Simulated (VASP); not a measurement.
Wanted: the native input for a VASP 6.6.1 run.

```yaml
Task: single point
Functional: PBE
Potentials_or_basis: VASP PAW PBE potentials, release 64 (Mg)
Cutoff: 520 eV
k_mesh: 14 × 14 × 8
Occupations: fermi-dirac, width 0.1 eV
Spin: no spin polarisation
Dipole_correction: no
Further_INCAR_settings: ALGO = Normal; EDIFF = 1e-07; NBANDS = 9
```

The structure of Mg lies in POSCAR:

```
Mg
1.0
   -1.7898606885      1.7898606885      1.7898606885
    1.7898606885     -1.7898606885      1.7898606885
    3.5797213770      3.5797213770      0.0000000000
Mg
2
Direct
    0.0000000000      0.0000000000      0.0000000000
    0.5000000000      0.5000000000      0.5000000000
```

This isn't the form of Mg at room conditions, which is hcp.

One way to write it, as run:

INCAR

```
PREC = Accurate
ENCUT = 520
EDIFF = 1E-7
ISMEAR = -1
SIGMA = 0.1
LREAL = F
LASPH = T
NELM = 80
ALGO = Normal
ISIF = 2
LWAVE = F
LCHARG = F
GGA = PE
NBANDS = 9
```

KPOINTS

```
regular mesh
0
Gamma
  14 14 8
```

Potentials or basis: VASP PAW PBE potentials, release 64 (Mg).

Run with:

```sh
$ cat potpaw_PBE.64/Mg/POTCAR > POTCAR
$ mpirun -np 1 vasp_std > vasp.out
```

Results of the run:

| Quantity | Value |
| --- | --- |
| Pressure | -0.1 GPa |
| Band gap on the k mesh | zero (bands 2 and 3 overlap by 2.41 eV) |

Wall time 23 s on 1 thread of Intel(R) Xeon(R) 6975P-C (Granite Rapids), with other jobs on the host, peak memory 0.24 GiB.
